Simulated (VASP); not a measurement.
# GaAsSe3 (P-6m2) in VASP: a series of runs

GaAsSe3 is run at these levels: PBE; tasks: relaxation of cell and atoms.

Program: VASP 6.6.1. These are calculated values, not measurements. Logs are shortened: lines on timing, memory, paths and dates and some standing lists are left out, and cuts for length are marked.

## (1) The cell of the first run

The structure is hexagonal, space group P-6m2 (No. 187). Conventional cell: a = 4.768 Å, b = 4.768 Å, c = 5.886 Å, α = 90.00°, β = 90.00°, γ = 120.00°. Ga (site symmetry -6m2) has 9 Se at 2.75 to 3.14 Å within 3.6 Å. Within 3.9 Å of As (site symmetry -6m2) lie 8 Se at 2.94 to 3.11 Å. Se (site symmetry 3m) has 5 Se at 2.88 to 3.14 Å and 3 As at 3.11 Å and 3 Ga at 3.14 Å within 3.8 Å. Se (site symmetry -6m2) has 3 Ga at 2.75 Å and 2 As at 2.94 Å and 6 Se at 3.14 Å within 3.6 Å.

## (2) Relaxation of cell and atoms, PBE

INCAR reads:

```
PREC     = Accurate       # precision mode
ENCUT    = 600            # plane-wave cutoff, eV
EDIFF    = 1E-6           # SCF threshold, eV
ISMEAR   = 0              # smearing method
SIGMA    = 0.1            # smearing width, eV
LREAL    = F              # projectors in reciprocal space
LASPH    = T              # aspherical terms in the spheres
NELM     = 100            # most SCF steps
ALGO     = Normal         # electronic algorithm
ISIF     = 3              # what is computed and relaxed
LWAVE    = F              # write WAVECAR
LCHARG   = F              # write CHGCAR
GGA      = PE             # functional
IBRION   = 2              # ionic algorithm
NSW      = 90             # ionic steps
EDIFFG   = -0.04          # ionic threshold
```

KPOINTS reads:

```
Automatic mesh
0
Gamma
  6 6 4
```

POSCAR reads:

```
GaAsSe3
1.0
    4.7676125200      0.0000000000      0.0000000000
   -2.3838062600      4.1288735600      0.0000000000
    0.0000000000      0.0000000000      5.8858333500
Ga As Se
1 1 3
Direct
    0.3333333300      0.6666666700      0.5000000000
    0.6666666700      0.3333333300      0.0000000000
    0.0000000000      0.0000000000      0.7552470000
    0.0000000000      0.0000000000      0.2447530000
    0.6666666700      0.3333333300      0.5000000000
```

Potentials or basis: VASP PAW PBE potentials, release 64 (Ga_d, As, Se).

Launch:

```
cat potpaw_PBE.64/Ga_d/POTCAR potpaw_PBE.64/As/POTCAR potpaw_PBE.64/Se/POTCAR > POTCAR
mpirun -np 1 vasp_std > vasp.out
```

OUTCAR:

```text
PREC = Accurate
   ENCUT = 600
   EDIFF = 1E-6
   ISMEAR = 0
   LREAL = F
   LASPH = T
   NELM = 100
   ISIF = 3
   GGA = PE
   IBRION = 2
   NSW = 90
   EDIFFG = -0.04

 ion  position               nearest neighbor table
   1  0.333  0.667  0.500-   5 2.75   5 2.75   5 2.75
   2  0.667  0.333  0.000-
   3  0.000  0.000  0.755-
   4  0.000  0.000  0.245-
   5  0.667  0.333  0.500-   1 2.75   1 2.75   1 2.75

  LATTYP: Found a hexagonal cell.
 ALAT       =     4.7676125200
 C/A-ratio  =     1.2345452415

  Lattice vectors:

 A1 = (   4.7676125200,   0.0000000000,   0.0000000000)
 A2 = (  -2.3838062600,   4.1288735600,   0.0000000000)
 A3 = (   0.0000000000,   0.0000000000,   5.8858333500)

Analysis of symmetry for initial positions (statically):
=====================================================================
 Subroutine PRICEL returns:
 Original cell was already a primitive cell.

 Routine SETGRP: Setting up the symmetry group for a
 hexagonal supercell.

 Subroutine GETGRP returns: Found 12 space group operations
 (whereof 12 operations were pure point group operations)
 out of a pool of 24 trial point group operations.

The static configuration has the point symmetry D_3h.

Analysis of symmetry for dynamics (positions and initial velocities):
=====================================================================
 Subroutine PRICEL returns:
 Original cell was already a primitive cell.

 Routine SETGRP: Setting up the symmetry group for a
 hexagonal supercell.

 Subroutine GETGRP returns: Found 12 space group operations
 (whereof 12 operations were pure point group operations)
 out of a pool of 24 trial point group operations.

The dynamic configuration has the point symmetry D_3h.

 Subroutine INISYM returns: Found 12 space group operations
 (whereof 12 operations are pure point group operations),
 and found     1 'primitive' translations

----------------------------------------------------------------------------------------

                                     Primitive cell

  volume of cell :     115.8619

  direct lattice vectors                    reciprocal lattice vectors
     4.767612520  0.000000000  0.000000000     0.209748589  0.121098404  0.000000000
    -2.383806260  4.128873560  0.000000000     0.000000000  0.242196809  0.000000000
     0.000000000  0.000000000  5.885833350     0.000000000  0.000000000  0.169899476

  length of vectors
     4.767612520  4.767612522  5.885833350     0.242196809  0.242196809  0.169899476

  position of ions in fractional coordinates (direct lattice)
     0.333333330  0.666666670  0.500000000
     0.666666670  0.333333330  0.000000000
     0.000000000  0.000000000  0.755247000
     0.000000000  0.000000000  0.244753000
     0.666666670  0.333333330  0.500000000

  ion indices of the primitive-cell ions
   primitive index   ion index
                 1           1
                 2           2
                 3           3
                 4           4
                 5           5

----------------------------------------------------------------------------------------

 KPOINTS: Automatic mesh

Automatic generation of k-mesh.
 Grid dimensions read from file:
 generate k-points for:    6    6    4

 Generating k-lattice:

  Cartesian coordinates                     Fractional coordinates (reciprocal lattice)
     0.034958098  0.020183067  0.000000000     0.166666667  0.000000000  0.000000000
     0.000000000  0.040366135  0.000000000     0.000000000  0.166666667  0.000000000
     0.000000000  0.000000000  0.042474869     0.000000000  0.000000000  0.250000000

  Length of vectors
     0.040366135  0.040366135  0.042474869

  Shift w.r.t. Gamma in fractional coordinates (k-lattice)
     0.000000000  0.000000000  0.000000000

 Subroutine IBZKPT returns following result:
 ===========================================

 Found     21 irreducible k-points:

 Following reciprocal coordinates:
            Coordinates               Weight
  0.000000  0.000000  0.000000      1.000000
  0.166667  0.000000  0.000000      6.000000
  0.333333 -0.000000  0.000000      6.000000
  0.500000 -0.000000  0.000000      3.000000
  0.166667  0.166667  0.000000      6.000000
  0.333333  0.166667  0.000000     12.000000
[... 13 lines left out ...]
  0.333333  0.166667  0.500000     12.000000
  0.333333  0.333333  0.500000      2.000000
   k-points           NKPTS =     21   k-points in BZ     NKDIM =     21   number of bands    NBANDS=     22
   number of dos      NEDOS =    301   number of ions     NIONS =      5
   total plane-waves  NPLWV =  76800
   dimension x,y,z NGX =    40 NGY =   40 NGZ =   48
   dimension x,y,z NGXF=    80 NGYF=   80 NGZF=   96
   ions per type =               1   1   3
   NGX,Y,Z   is equivalent  to a cutoff of  13.95, 13.95, 13.56 a.u.
   NGXF,Y,Z  is equivalent  to a cutoff of  27.90, 27.90, 27.12 a.u.
 SYSTEM =  unknown system
   PREC   = accura    normal or accurate (medium, high low for compatibility)
   ISTART =      0    job   : 0-new  1-cont  2-samecut
   ICHARG =      2    charge: 1-file 2-atom 10-const
   ISPIN  =      1    spin polarized calculation?
   LNONCOLLINEAR =      F non collinear calculations
   LSORBIT =      F    spin-orbit coupling
   LASPH  =      T    aspherical Exc in radial PAW
   ENCUT  =  600.0 eV  44.10 Ry    6.64 a.u.   9.52  9.52 11.76*2*pi/ulx,y,z
   NELM   =    100;   NELMIN=  2; NELMDL= -5     # of ELM steps
   EDIFF  = 0.1E-05   stopping-criterion for ELM
   LREAL  =      F    real-space projection
   EDIFFG = -.4E-01   stopping-criterion for IOM
   NSW    =     90    number of steps for IOM
   IBRION =      2    ionic relax: 0-MD 1-quasi-New 2-CG
   NFREE  =      1    steps in history (QN), initial steepest desc. (CG)
   ISIF   =      3    stress and relaxation
   ISYM   =      2    0-nonsym 1-usesym 2-fastsym
   POTIM  = 0.5000    time-step for ionic-motion
   TEBEG  =    0.0;   TEEND  =   0.0 temperature during run
   PSTRESS=    0.0 pullay stress
   NELECT =      36.0000    total number of electrons
   NUPDOWN=      -1.0000    fix difference up-down
   EMIN   =  10.00;   EMAX   =-10.00  energy-range for DOS
   EFERMI =   0.00;   METHOD = LEGACY
   ISMEAR =     0;   SIGMA  =   0.10  broadening in eV -4-tet -1-fermi 0-gaus
   EFERMI_NEDOS =   21; number of points for ismear=-14 and -15
   IALGO  =     38    algorithm
   IMIX   =      4    mixing-type and parameters
     AMIX     =   0.40;   BMIX     =  1.00
     AMIX_MAG =   1.60;   BMIX_MAG =  1.00
  volume/ion in A,a.u.               =      23.17       156.37
  Fermi-wavevector in a.u.,A,eV,Ry     =   1.108823  2.095371 16.728201  1.229488
  Thomas-Fermi vector in A             =   2.245355
   LORBIT       =      0    0 simple, 1 ext, 2 COOP (PROOUT), +10 PAW based schemes
   GGA     = PE    functional components
   LHFCALC =     F    Hartree Fock is set to
   AEXX    =    0.0000 exact exchange contribution
   IVDW    =     0    specifies the selected vdW correction
   LEPSILON=     F    determine dielectric tensor
   LRPA    =     F    only Hartree local field effects (RPA)
 conjugate gradient relaxation of ions
 non-spin polarized calculation
 Gauss-broadening in eV      SIGMA  =   0.10
  energy-cutoff  :      600.00
  volume of cell :      115.86
 maximum number of plane-waves:      3900
 NGX is ok and might be reduce to    40
   NGX = 19   NGY = 19   NGZ = 23

--------------------------------------- Ionic step        1  -------------------------------------------

 number of electron      35.9999995 magnetization

 Free energy of the ion-electron system (eV)
  ---------------------------------------------------
  ext. energy  EPLUGINS =         0.00000000
  ---------------------------------------------------
  free energy    TOTEN  =       -15.79890862 eV

  energy without entropy =      -15.77730975  energy(sigma->0) =      -15.78810919

------------------------ aborting loop because EDIFF is reached ----------------------------------------

  FORCE on cell =-STRESS in cart. coord.  units (eV):
  Direction    XX          YY          ZZ          XY          YZ          ZX
  --------------------------------------------------------------------------------------
  -------------------------------------------------------------------------------------
  Total       -1.4575983     -1.4575983      0.5935789      0.0000000     -0.0000000      0.0000000
  in kB      -20.1561659    -20.1561659      8.2082117      0.0000000     -0.0000000      0.0000000
  external PRESSURE =     -10.7013734 kB  Pullay stress =       0.0000000 kB
[... 98 lines left out ...]
  FREE ENERGIE OF THE ION-ELECTRON SYSTEM (eV)
  ---------------------------------------------------
  free  energy   TOTEN  =       -15.9959003360 eV

  energy  without entropy=      -15.9770308172  energy(sigma->0) =      -15.98646558

 E-fermi :   5.4679     XC(G=0): -10.0967

 val. band max:        5.4217296469   @ k =   0.3333   0.3333   0.5000
 cond. band min:       5.5204517001   @ k =   0.3333  -0.0000   0.0000
 fundamental gap:      0.0987220532
 Fermi energy:         5.4678615731

 k-point     1 :       0.0000    0.0000    0.0000
  band No.  band energies     occupation
      1     -10.9902      2.00000
      2     -10.4902      2.00000
      3     -10.4902      2.00000
      4     -10.4547      2.00000
      5     -10.3855      2.00000
      6     -10.3855      2.00000
[... 499 lines left out ...]
      6      -8.8607      2.00000
[... 14 lines left out ...]
     21       8.1269      0.00000
     22       8.1480      0.00000

[... ionic steps 4 to 17 ...]

--------------------------------------- Ionic step       18  -------------------------------------------

 number of electron      36.0000007 magnetization

------------------------ aborting loop because EDIFF is reached ----------------------------------------

  FORCE on cell =-STRESS in cart. coord.  units (eV):
  Direction    XX          YY          ZZ          XY          YZ          ZX
  --------------------------------------------------------------------------------------
  -------------------------------------------------------------------------------------
  Total       -0.2972027     -0.2972027      0.1583753      0.0000000     -0.0000000      0.0000000
  in kB       -3.8184274     -3.8184274      2.0347891      0.0000000     -0.0000000      0.0000000
  external PRESSURE =      -1.8673552 kB  Pullay stress =       0.0000000 kB
[... 63 lines left out ...]
  energy  without entropy=      -17.3291245766  energy(sigma->0) =      -17.33243793

--------------------------------------- Ionic step       20  -------------------------------------------

 number of electron      35.9999991 magnetization

 Free energy of the ion-electron system (eV)
  ---------------------------------------------------
  ext. energy  EPLUGINS =         0.00000000
  ---------------------------------------------------
  free energy    TOTEN  =       -17.33911269 eV

  energy without entropy =      -17.33255824  energy(sigma->0) =      -17.33583547

 E-fermi :   3.6041     XC(G=0):  -9.3888

 val. band max:        3.5222764992   @ k =   0.5000  -0.0000   0.0000
 cond. band min:       3.6340248675   @ k =   0.3333   0.3333   0.5000
 fundamental gap:      0.1117483684
 Fermi energy:         3.6041176584

 k-point     1 :       0.0000    0.0000    0.0000
  band No.  band energies     occupation
      1     -12.3238      2.00000
      2     -12.0685      2.00000
      3     -12.0685      2.00000
      4     -12.0124      2.00000
      5     -12.0124      2.00000
      6     -10.9533      2.00000
[... 546 lines left out ...]
  FREE ENERGIE OF THE ION-ELECTRON SYSTEM (eV)
  ---------------------------------------------------
  free  energy   TOTEN  =       -17.3391126946 eV

  energy  without entropy=      -17.3325582416  energy(sigma->0) =      -17.33583547

 reached required accuracy - stopping structural energy minimisation
```

Wall time 10 min (1 thread of Intel Xeon 6975P-C (Granite Rapids), shared host); peak memory 0.31 GiB.

What came out:

| Quantity | Value |
| --- | --- |
| Free energy | -17.3391 eV |
| Relaxed volume | 24.88 Å³/atom |
| Relaxed cell | a = 4.164 Å, b = 4.164 Å, c = 8.285 Å, α = 90.00°, β = 90.00°, γ = 120.00° |
| Space group after relaxing (to 0.05 Å) | P-6m2 (No. 187) |
| Energy gained by relaxing | 308.0 meV/atom |
| Ionic steps | 20 |
| Pressure after relaxing | 0.0 GPa |
| Largest force after relaxing | 0.028 eV/Å |
| Band gap on the k mesh | zero (band 18 reaches 3.84 eV, above the bottom of band 19 at 2.77 eV) |

Forces in eV/Å, atoms in the order of the input:
```
Ga   0.000  0.000  0.000
As   0.000  0.000  0.000
Se   0.000  0.000 -0.028
Se   0.000  0.000  0.028
Se   0.000  0.000  0.000
```

The path:
```
step  energy change (eV)  largest force (eV/Å)  pressure (GPa)  volume (Å³)
   1              0.0000                0.5852           -1.07       115.86
   2             -0.0723                0.4774           -0.01       113.27
   3             -0.1970                0.2527            2.98       107.54
   4             -0.0010                0.7606           14.21        96.25
   5             -0.2301                0.1372            5.06       104.68
   6             -0.2482                0.1213            5.23       104.50
   7             -0.2999                0.0316            5.82       103.95
   8             -0.4019                0.1711            7.25       102.78
   9             -0.5178                0.7310           10.79       100.24
  10             -0.6266                0.7474           10.52       100.98
  11             -0.8314                0.8684           10.12       103.04
  12             -0.9160                1.6390           11.04       106.48
  13             -1.2002                1.2184            7.35       111.01
  14             -1.5165                0.3448            0.77       122.45
  15             -1.5257                0.2061           -0.16       124.69
  16             -1.5259                0.1806           -0.34       125.12
  17             -1.5298                0.1585           -0.30       125.02
  18             -1.5378                0.0906           -0.19       124.70
  19             -1.5368                0.0467            0.12       124.05
  20             -1.5402                0.0276           -0.04       124.41
```

Final structure:
```xyz
5
Lattice="4.1640 0.0000 0.0000 -2.0820 3.6061 0.0000 0.0000 0.0000 8.2851" Properties=species:S:1:pos:R:3 pbc="T T T"
Ga    0.0000    2.4041    4.1426
As    2.0820    1.2020    0.0000
Se    0.0000    0.0000    6.7505
Se    0.0000    0.0000    1.5346
Se    2.0820    1.2020    4.1426
```

(Continued in part 2 of 2.)
